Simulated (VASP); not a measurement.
# Al3Cu2 in VASP: notebook, part 2 of 2

VASP 6.6.1. The steps go on from the part before.

### Step 4. Relaxation of cell and atoms, PBEsol

INCAR

```
SYSTEM = Al3Cu2
PREC = Accurate ; ENCUT = 600
EDIFF = 1E-7 ; ISMEAR = 0
SIGMA = 0.1 ; LREAL = .FALSE.
LASPH = .TRUE. ; NELM = 60
ALGO = Fast ; ISIF = 3
LWAVE = .FALSE. ; LCHARG = .FALSE.
GGA = PS ; IBRION = 2
NSW = 100 ; EDIFFG = -0.005
```

KPOINTS

```
Automatic mesh
0
G
  12 12 8
  0 0 0
```

POSCAR

```
Al3Cu2
1.0
    4.0919516368      0.0000000000      0.0000000000
   -2.0459758184      3.5437340685      0.0000000000
    0.0000000000      0.0000000000      4.9927787000
Al Cu
3 2
Direct
    0.0000000000      0.0000000000      0.0000000000
    0.3333333300      0.6666666700      0.3499253500
    0.6666666700      0.3333333300      0.6500746500
    0.3333333300      0.6666666700      0.8395121300
    0.6666666700      0.3333333300      0.1604878700
```

Started as:

```sh
$ cat potpaw_PBE.64/Al/POTCAR potpaw_PBE.64/Cu/POTCAR > POTCAR
$ mpirun -np 1 vasp_std > vasp.out
```

It took 19 min on 1 thread of AMD EPYC 9R45 (Zen 5), shared host; peak memory 0.35 GiB.

It converged, with:

```
Free energy                           : -21.7199 eV
Relaxed volume                        : 14.54 Å³/atom
Relaxed cell                          : a = 4.103 Å, b = 4.103 Å, c = 4.987 Å, α = 90.00°, β = 90.00°, γ = 120.00°
Space group after relaxing (to 0.1 Å) : P-3m1 (No. 164)
Energy gained by relaxing             : 0.4 meV/atom
Ionic steps                           : 14
Pressure after relaxing               : 0.0 GPa
Band gap on the k mesh                : zero (an odd number of electrons rules out a gap without spin polarisation)
```

Forces on the atoms (eV/Å):
```
Al   0.000  0.000  0.000
Al   0.000  0.000 -0.001
Al   0.000  0.000  0.001
Cu   0.000  0.000 -0.003
Cu   0.000  0.000  0.003
```

The path:
| step | energy change (eV) | largest force (eV/Å) | pressure (GPa) | volume (Å³) |
| --- | --- | --- | --- | --- |
| 1 | 0.0000 | 0.0608 | 0.41 | 72.40 |
| 2 | -0.0010 | 0.0494 | -0.20 | 72.79 |
| 3 | -0.0010 | 0.0497 | -0.12 | 72.78 |
| 4 | -0.0014 | 0.0370 | -0.07 | 72.72 |
| 5 | -0.0016 | 0.0161 | 0.30 | 72.59 |
| 6 | -0.0016 | 0.0177 | 0.13 | 72.62 |
| 7 | -0.0018 | 0.0066 | 0.07 | 72.74 |
| 8 | -0.0017 | 0.0064 | -0.07 | 72.79 |
| 9 | -0.0018 | 0.0045 | -0.10 | 72.76 |
| 10 | -0.0018 | 0.0055 | -0.12 | 72.75 |
| 11 | -0.0018 | 0.0061 | -0.08 | 72.74 |
| 12 | -0.0018 | 0.0064 | -0.06 | 72.74 |
| 13 | -0.0018 | 0.0026 | -0.04 | 72.70 |
| 14 | -0.0018 | 0.0027 | 0.01 | 72.69 |

Final structure:
```
CELL_PARAMETERS angstrom
4.10253 0.00000 0.00000
-2.05127 3.55290 0.00000
0.00000 0.00000 4.98730
ATOMIC_POSITIONS crystal
Al 0.00000 0.00000 0.00000
Al 0.33333 0.66667 0.35155
Al 0.66667 0.33333 0.64845
Cu 0.33333 0.66667 0.84234
Cu 0.66667 0.33333 0.15766
```

Levels at points of the mesh, in eV from the Fermi level:
| k point | band 13 | band 14 | band 15 | band 16 | band 17 | band 18 |
| --- | --- | --- | --- | --- | --- | --- |
| (0.00, 0.00, 0.00) | -3.63 | -0.20 | -0.20 | 1.33 | 1.33 | 2.48 |
| (0.50, 0.00, 0.00) | -3.05 | -2.97 | -2.57 | -0.74 | -0.09 | 0.37 |
| (0.00, 0.00, 0.50) | 1.19 | 1.19 | 1.32 | 1.32 | 1.81 | 2.40 |
| (0.50, 0.00, 0.50) | -4.12 | -3.51 | -1.76 | -0.17 | 0.73 | 0.93 |

Caveat: the PAW data sets were made with another functional, which shifts forces and pressure a little.

### Step 5. Single point, PBEsol

INCAR

```
SYSTEM = Al3Cu2
PREC     = Accurate       ! precision mode
ENCUT    = 520            ! plane-wave cutoff, eV
EDIFF    = 1E-6           ! SCF threshold, eV
ISMEAR   = 0              ! smearing method
SIGMA    = 0.1            ! smearing width, eV
LREAL    = .False.        ! projectors in reciprocal space
LASPH    = .True.         ! aspherical terms in the spheres
NELM     = 100            ! most SCF steps
ALGO     = Fast           ! electronic algorithm
ISIF     = 2              ! what is computed and relaxed
LWAVE    = .False.        ! write WAVECAR
LCHARG   = .False.        ! write CHGCAR
GGA      = PS             ! functional
NBANDS   = 24             ! bands
ISYM     = 0
```

KPOINTS

```
Automatic mesh
0
Gamma
  12 12 8
  0.5 0.5 0.5
```

POSCAR

```
Al3Cu2
1.0
    4.0930865611      0.0031463244     -0.0011264343
   -2.0438184837      3.5462901040      0.0011264343
   -0.0013744144      0.0007935185      4.9887270917
Al Cu
3 2
Direct
    0.0000000000      0.0000000000      0.0000000000
    0.3331874664      0.6668125336      0.3515556183
    0.6668125336      0.3331874664      0.6484443817
    0.3334184345      0.6665815655      0.8421023885
    0.6665815655      0.3334184345      0.1578976115
```

Started as:

```sh
$ cat potpaw_PBE.64/Al/POTCAR potpaw_PBE.64/Cu/POTCAR > POTCAR
$ mpirun -np 1 vasp_std > vasp.out
```

It took 23 min on 1 thread of Intel Xeon Platinum 8488C (Sapphire Rapids), shared host; peak memory 0.85 GiB.

The run converged. Its results:

```yaml
Free_energy: -21.7206 eV
Pressure: -1.9 GPa
Largest_force: 0.004 eV/Å
Band_gap_on_the_k_mesh: zero (an odd number of electrons rules out a gap without spin polarisation)
```

Forces in eV/Å, atoms in the order of the input:
```
Al   0.000  0.000  0.000
Al   0.000  0.000  0.004
Al   0.000  0.000 -0.004
Cu   0.000  0.000 -0.003
Cu   0.000  0.000  0.003
```

Levels at points of the mesh, in eV from the Fermi level:
| k point | band 12 | band 13 | band 14 | band 15 | band 16 | band 17 | band 18 | band 19 | band 20 | band 21 |
| --- | --- | --- | --- | --- | --- | --- | --- | --- | --- | --- |
| (0.04, 0.04, 0.06) | -3.91 | -3.16 | -0.76 | -0.52 | 1.36 | 1.66 | 3.02 | 3.43 | 4.30 | 4.60 |

Caveat: the PAW data sets were made with another functional, which shifts forces and pressure a little.

### Step 6. The runs side by side

```csv
task,cell,k mesh,cutoff (eV),gap on the mesh (eV),pressure (GPa),largest force (eV/Å)
single point,"a = 4.099, b = 4.099, c = 4.984 Å, angles 90.9, 88.3, 120.0°, 5 atoms, atomic positions A",12 × 12 × 8,520,none,0.9,0.01
relaxation of shape and atoms at fixed volume,"relaxed from a = 4.057, b = 4.057, c = 4.932 Å, angles 90.0, 90.0, 120.0°, 5 atoms, atomic positions B",12 × 12 × 8,600,none,4.0,0.01
relaxation of cell and atoms,"relaxed from a = 4.092, b = 4.092, c = 4.993 Å, angles 90.0, 90.0, 120.0°, 5 atoms, atomic positions C",12 × 12 × 8,600,none,0.0,-
single point,"a = 4.093, b = 4.093, c = 4.989 Å, angles 90.0, 90.0, 119.9°, 5 atoms, atomic positions D","12 × 12 × 8, shifted",520,none,-1.9,-
```

Alike in all rows: level PBEsol; potentials or basis VASP PAW PBE potentials, release 64 (Al, Cu); no spin polarisation; smearing gaussian 0.1 eV.

Caveats: the PAW data sets were made with another functional, which shifts forces and pressure a little.

Absolute energies hang on the potentials; compare differences alone.
